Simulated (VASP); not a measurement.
# TiSb (P6_3/mmc) in VASP: a series of runs

TiSb is run at these levels: LDA; tasks: electric field gradients.

Program: VASP 6.6.1. These are calculated values, not measurements. Logs are shortened: lines on timing, memory, paths and dates and some standing lists are left out, and cuts for length are marked.

**1. The cell of the first run**

It takes space group P6_3/mmc (No. 194, hexagonal). Conventional cell: a = 4.062 Å, b = 4.062 Å, c = 6.284 Å, α = 90.00°, β = 90.00°, γ = 120.00°. Within 3.7 Å of Ti (site symmetry -3m) lie 6 Sb at 2.82 Å and 2 Ti at 3.14 Å. Within 3.7 Å of Sb (site symmetry -6m2) lie 6 Ti at 2.82 Å.

**2. Electric field gradients, LDA (equal xx and yy strain of -1 %)**

Contents of INCAR:

```
  ALGO = Normal
  EDIFF = 1E-8
  ENCUT = 520
  ISIF = 2
  ISMEAR = -1
  LASPH = T
  LCHARG = F
  LEFG = T
  LREAL = F
  LWAVE = F
  NBANDS = 25
  NELM = 100
  PREC = Accurate
  SIGMA = 0.03
```

Contents of KPOINTS:

```
k-points
0
Gamma
  12 12 7
```

Contents of POSCAR:

```
TiSb
1.0
    4.0622661257      0.0000000000      0.0000000000
   -2.0311330629      3.5180256618      0.0000000000
    0.0000000000      0.0000000000      6.2836000000
Ti Sb
2 2
Direct
    0.0000000000      0.0000000000      0.0000000000
    0.0000000000      0.0000000000      0.5000000000
    0.3333333333      0.6666666667      0.2500000000
    0.6666666667      0.3333333333      0.7500000000
```

Potentials or basis: VASP PAW LDA potentials, release 64 (Ti_sv, Sb).

Command:

```sh
$ cat potpaw_LDA.64/Ti_sv/POTCAR potpaw_LDA.64/Sb/POTCAR > POTCAR
$ mpirun -np 1 vasp_std > vasp.out
```

OUTCAR:

```text
EDIFF = 1E-8
   ENCUT = 520
   ISIF = 2
   ISMEAR = -1
   LASPH = T
   LREAL = F
   NELM = 100
   PREC = Accurate

 ion  position               nearest neighbor table
   1  0.000  0.000  0.000-   3 2.82   4 2.82   4 2.82   3 2.82   4 2.82   3 2.82
   2  0.000  0.000  0.500-   3 2.82   4 2.82   4 2.82   3 2.82   4 2.82   3 2.82
   3  0.333  0.667  0.250-   1 2.82   2 2.82   1 2.82   2 2.82   1 2.82   2 2.82
   4  0.667  0.333  0.750-   1 2.82   2 2.82   1 2.82   2 2.82   1 2.82   2 2.82

  LATTYP: Found a hexagonal cell.
 ALAT       =     4.0622661257
 C/A-ratio  =     1.5468213567

  Lattice vectors:

 A1 = (   4.0622661257,   0.0000000000,   0.0000000000)
 A2 = (  -2.0311330629,   3.5180256618,   0.0000000000)
 A3 = (   0.0000000000,   0.0000000000,   6.2836000000)

Analysis of symmetry for initial positions (statically):
=====================================================================
 Subroutine PRICEL returns:
 Original cell was already a primitive cell.

 Routine SETGRP: Setting up the symmetry group for a
 hexagonal supercell.

 Subroutine GETGRP returns: Found 24 space group operations
 (whereof 12 operations were pure point group operations)
 out of a pool of 24 trial point group operations.

The static configuration has the point symmetry D_3d.
 The point group associated with its full space group is D_6h.

Analysis of symmetry for dynamics (positions and initial velocities):
=====================================================================
 Subroutine PRICEL returns:
 Original cell was already a primitive cell.

 Routine SETGRP: Setting up the symmetry group for a
 hexagonal supercell.

 Subroutine GETGRP returns: Found 24 space group operations
 (whereof 12 operations were pure point group operations)
 out of a pool of 24 trial point group operations.

The dynamic configuration has the point symmetry D_3d.
 The point group associated with its full space group is D_6h.

 Subroutine INISYM returns: Found 24 space group operations
 (whereof 12 operations are pure point group operations),
 and found     1 'primitive' translations

----------------------------------------------------------------------------------------

                                     Primitive cell

  volume of cell :      89.7999

  direct lattice vectors                    reciprocal lattice vectors
     4.062266126  0.000000000  0.000000000     0.246168018  0.142125171  0.000000000
    -2.031133063  3.518025662  0.000000000     0.000000000  0.284250343  0.000000000
     0.000000000  0.000000000  6.283600000     0.000000000  0.000000000  0.159144439

  length of vectors
     4.062266126  4.062266126  6.283600000     0.284250343  0.284250343  0.159144439

  position of ions in fractional coordinates (direct lattice)
     0.000000000  0.000000000  0.000000000
     0.000000000  0.000000000  0.500000000
     0.333333333  0.666666667  0.250000000
     0.666666667  0.333333333  0.750000000

  ion indices of the primitive-cell ions
   primitive index   ion index
                 1           1
                 2           2
                 3           3
                 4           4

----------------------------------------------------------------------------------------

 KPOINTS: k-points

Automatic generation of k-mesh.
 Grid dimensions read from file:
 generate k-points for:   12   12    7

 Generating k-lattice:

  Cartesian coordinates                     Fractional coordinates (reciprocal lattice)
     0.020514001  0.011843764  0.000000000     0.083333333  0.000000000  0.000000000
     0.000000000  0.023687529  0.000000000     0.000000000  0.083333333  0.000000000
     0.000000000  0.000000000  0.022734920     0.000000000  0.000000000  0.142857143

  Length of vectors
     0.023687529  0.023687529  0.022734920

  Shift w.r.t. Gamma in fractional coordinates (k-lattice)
     0.000000000  0.000000000  0.000000000

 Subroutine IBZKPT returns following result:
 ===========================================

 Found     76 irreducible k-points:

 Following reciprocal coordinates:
            Coordinates               Weight
  0.000000  0.000000  0.000000      1.000000
  0.083333  0.000000  0.000000      6.000000
  0.166667  0.000000  0.000000      6.000000
  0.250000  0.000000  0.000000      6.000000
  0.333333  0.000000  0.000000      6.000000
  0.416667 -0.000000  0.000000      6.000000
[... 16 lines left out ...]
  0.250000  0.000000  0.142857     12.000000
  0.333333  0.000000  0.142857     12.000000
 [... further k-points ...]
   k-points           NKPTS =     76   k-points in BZ     NKDIM =     76   number of bands    NBANDS=     25
   number of dos      NEDOS =    301   number of ions     NIONS =      4
   total plane-waves  NPLWV =  43200
   dimension x,y,z NGX =    30 NGY =   30 NGZ =   48
   dimension x,y,z NGXF=    60 NGYF=   60 NGZF=   96
   ions per type =               2   2
   NGX,Y,Z   is equivalent  to a cutoff of  12.28, 12.28, 12.70 a.u.
   NGXF,Y,Z  is equivalent  to a cutoff of  24.55, 24.55, 25.40 a.u.
 SYSTEM =  unknown system
   PREC   = accura    normal or accurate (medium, high low for compatibility)
   ISTART =      0    job   : 0-new  1-cont  2-samecut
   ICHARG =      2    charge: 1-file 2-atom 10-const
   ISPIN  =      1    spin polarized calculation?
   LNONCOLLINEAR =      F non collinear calculations
   LSORBIT =      F    spin-orbit coupling
   LASPH  =      T    aspherical Exc in radial PAW
   ENCUT  =  520.0 eV  38.22 Ry    6.18 a.u.   7.55  7.55 11.68*2*pi/ulx,y,z
   NELM   =    100;   NELMIN=  2; NELMDL= -5     # of ELM steps
   EDIFF  = 0.1E-07   stopping-criterion for ELM
   LREAL  =      F    real-space projection
   EDIFFG = 0.1E-06   stopping-criterion for IOM
   NSW    =      0    number of steps for IOM
   IBRION =     -1    ionic relax: 0-MD 1-quasi-New 2-CG
   NFREE  =      0    steps in history (QN), initial steepest desc. (CG)
   ISIF   =      2    stress and relaxation
   ISYM   =      2    0-nonsym 1-usesym 2-fastsym
   POTIM  = 0.5000    time-step for ionic-motion
   TEBEG  =    0.0;   TEEND  =   0.0 temperature during run
   PSTRESS=    0.0 pullay stress
   NELECT =      34.0000    total number of electrons
   NUPDOWN=      -1.0000    fix difference up-down
   EMIN   =  10.00;   EMAX   =-10.00  energy-range for DOS
   EFERMI =   0.00;   METHOD = LEGACY
   ISMEAR =    -1;   SIGMA  =   0.03  broadening in eV -4-tet -1-fermi 0-gaus
   EFERMI_NEDOS =   21; number of points for ismear=-14 and -15
   IALGO  =     38    algorithm
   IMIX   =      4    mixing-type and parameters
     AMIX     =   0.40;   BMIX     =  1.00
     AMIX_MAG =   1.60;   BMIX_MAG =  1.00
  volume/ion in A,a.u.               =      22.45       151.50
  Fermi-wavevector in a.u.,A,eV,Ry     =   1.184338  2.238075 19.084315  1.402658
  Thomas-Fermi vector in A             =   2.320555
   LORBIT       =      0    0 simple, 1 ext, 2 COOP (PROOUT), +10 PAW based schemes
   GGA     = CA    functional components
   LHFCALC =     F    Hartree Fock is set to
   AEXX    =    0.0000 exact exchange contribution
   IVDW    =     0    specifies the selected vdW correction
   LEPSILON=     F    determine dielectric tensor
   LRPA    =     F    only Hartree local field effects (RPA)
 non-spin polarized calculation
  energy-cutoff  :      520.00
  volume of cell :       89.80
 maximum number of plane-waves:      2448
   NGX = 15   NGY = 15   NGZ = 23

 number of electron      33.9999981 magnetization

 Free energy of the ion-electron system (eV)
  ---------------------------------------------------
  ext. energy  EPLUGINS =         0.00000000
  ---------------------------------------------------
  free energy    TOTEN  =       -28.70359412 eV

  energy without entropy =      -28.69134681  energy(sigma->0) =      -28.69747047

 E-fermi :   8.0611     XC(G=0): -10.7564

 val. band max:        8.0416926368   @ k =   0.3333   0.0000   0.4286
 cond. band min:       8.0633659251   @ k =   0.0833   0.0833   0.1429
 fundamental gap:      0.0216732883
 Fermi energy:         8.0611423270

 k-point     1 :       0.0000    0.0000    0.0000
  band No.  band energies     occupation
      1     -48.6452      2.00000
      2     -48.6282      2.00000
      3     -25.3701      2.00000
      4     -25.3701      2.00000
      5     -25.3506      2.00000
      6     -25.3506      2.00000
[... 17 lines left out ...]
     24      10.7826      0.00000
     25      11.7961      0.00000

 k-point     2 :       0.0833    0.0000    0.0000
  band No.  band energies     occupation
      1     -48.6451      2.00000
      2     -48.6281      2.00000
      3     -25.3717      2.00000
      4     -25.3705      2.00000
      5     -25.3519      2.00000
      6     -25.3508      2.00000
[... 17 lines left out ...]
     24      10.7611      0.00000
     25      11.6104      0.00000

 k-point     3 :       0.1667    0.0000    0.0000
  band No.  band energies     occupation
      1     -48.6449      2.00000
      2     -48.6279      2.00000
      3     -25.3760      2.00000
      4     -25.3716      2.00000
      5     -25.3552      2.00000
      6     -25.3515      2.00000
[... 17 lines left out ...]
     24      10.8377      0.00000
     25      11.1565      0.00000

 k-point     4 :       0.2500    0.0000    0.0000
  band No.  band energies     occupation
      1     -48.6446      2.00000
      2     -48.6276      2.00000
      3     -25.3819      2.00000
      4     -25.3731      2.00000
      5     -25.3598      2.00000
      6     -25.3523      2.00000
[... 17 lines left out ...]
     24      10.6818      0.00000
     25      11.3763      0.00000
[... 477 lines left out ...]
 k-point    22 :       0.1667    0.0000    0.1429
  band No.  band energies     occupation
      1     -48.6441      2.00000
      2     -48.6287      2.00000
      3     -25.3750      2.00000
      4     -25.3706      2.00000
      5     -25.3563      2.00000
      6     -25.3525      2.00000
[... 17 lines left out ...]
     24      10.4993      0.00000
     25      11.2567      0.00000

 k-point    23 :       0.2500    0.0000    0.1429
  band No.  band energies     occupation
      1     -48.6437      2.00000
      2     -48.6284      2.00000
      3     -25.3808      2.00000
      4     -25.3721      2.00000
      5     -25.3609      2.00000
      6     -25.3533      2.00000
[... 17 lines left out ...]
     24      10.5621      0.00000
     25      11.3684      0.00000

 k-point    24 :       0.3333    0.0000    0.1429
  band No.  band energies     occupation
      1     -48.6434      2.00000
      2     -48.6281      2.00000
      3     -25.3866      2.00000
      4     -25.3735      2.00000
      5     -25.3655      2.00000
      6     -25.3542      2.00000
[... 17 lines left out ...]
     24      10.4858      0.00000
     25      11.5840      0.00000

 [... further k-points ...]

------------------------ aborting loop because EDIFF is reached ----------------------------------------

  FORCE on cell =-STRESS in cart. coord.  units (eV):
  Direction    XX          YY          ZZ          XY          YZ          ZX
  --------------------------------------------------------------------------------------
  -------------------------------------------------------------------------------------
  Total       -3.7134940     -3.7134940     -4.1636839      0.0000000      0.0000000     -0.0000000
  in kB      -66.2548082    -66.2548082    -74.2869322      0.0000000      0.0000000     -0.0000000
  external PRESSURE =     -68.9321829 kB  Pullay stress =       0.0000000 kB

 VOLUME and BASIS-vectors are now :
 -----------------------------------------------------------------------------
  energy-cutoff  :      520.00
  volume of cell :       89.80
      direct lattice vectors                 reciprocal lattice vectors
     4.062266126  0.000000000  0.000000000     0.246168018  0.142125171  0.000000000
    -2.031133063  3.518025662  0.000000000     0.000000000  0.284250343  0.000000000
     0.000000000  0.000000000  6.283600000     0.000000000  0.000000000  0.159144439

 POSITION                                       TOTAL-FORCE (eV/Angst)
 -----------------------------------------------------------------------------------
      0.00000      0.00000      0.00000         0.000000      0.000000      0.000000
      0.00000      0.00000      3.14180         0.000000      0.000000      0.000000
     -0.00000      2.34535      1.57090        -0.000000      0.000000      0.000000
      2.03113      1.17268      4.71270         0.000000      0.000000     -0.000000
 -----------------------------------------------------------------------------------
    total drift:                                0.000000      0.000000      0.000000

  FREE ENERGIE OF THE ION-ELECTRON SYSTEM (eV)
  ---------------------------------------------------
  free  energy   TOTEN  =       -28.7035941203 eV

  energy  without entropy=      -28.6913468139  energy(sigma->0) =      -28.69747047

 Electric field gradients (V/A^2)
---------------------------------------------------------------------
 ion       V_xx      V_yy      V_zz      V_xy      V_xz      V_yz
---------------------------------------------------------------------
   1      25.960    25.962   -51.923     0.002    -0.000     0.000
   2      25.960    25.962   -51.923     0.002     0.000    -0.000
   3     -15.154   -15.154    30.309    -0.000    -0.000    -0.000
   4     -15.154   -15.154    30.309    -0.000    -0.000    -0.000
---------------------------------------------------------------------

 Electric field gradients after diagonalization (V/A^2)
 (convention: |V_zz| > |V_xx| > |V_yy|)
----------------------------------------------------------------------
 ion       V_xx      V_yy      V_zz     asymmetry (V_yy - V_xx)/ V_zz
----------------------------------------------------------------------
   1      25.963    25.959   -51.923       0.000
   2      25.963    25.959   -51.923       0.000
   3     -15.155   -15.154    30.309       0.000
   4     -15.155   -15.154    30.309       0.000
----------------------------------------------------------------------

           NMR quadrupolar parameters

 Cq : quadrupolar parameter    Cq=e*Q*V_zz/h
 eta: asymmetry parameters     (V_yy - V_xx)/ V_zz
 Q  : nuclear electric quadrupole moment in mb (millibarn)
----------------------------------------------------------------------
 ion       Cq(MHz)       eta       Q (mb)
----------------------------------------------------------------------
   1      -0.126       0.000       1.000
   2      -0.126       0.000       1.000
   3       0.073       0.000       1.000
   4       0.073       0.000       1.000
----------------------------------------------------------------------
```

Run time: 1.8 min. Hardware: 1 thread of Intel Xeon Platinum 8488C (Sapphire Rapids), shared host; peak memory 0.27 GiB.

What came out:

| Item | Value |
| --- | --- |
| Free energy | -28.7036 eV |
| Pressure | -6.9 GPa |
| Band gap on the k mesh | zero (bands 17 and 18 overlap by 0.46 eV) |
| Largest electric field gradient by atom | Ti -51.9; Sb +30.3 V/Å² |

Stress tensor (GPa, compression positive):
```
-6.63  0.00  0.00
 0.00 -6.63  0.00
 0.00  0.00 -7.43
```

Electric field gradients, principal values (V/Å²):
```csv
atom,least,middle,greatest (by size)
1 Ti,25.959,25.963,-51.923
2 Ti,25.959,25.963,-51.923
3 Sb,-15.154,-15.155,30.309
4 Sb,-15.154,-15.155,30.309
```

Caveat: the cell differs from its parent crystal (equal xx and yy strain of -1 %); the cell stands under tension; without QUAD_EFG the Cq values of the log hold for a quadrupole moment of 1 mb, not for the nuclei; spin-orbit coupling is left out, which moves the levels of the heavy elements.

(Continued in part 2 of 2.)

The gap in the log of VASP goes by the Fermi energy; the results here count the filled bands.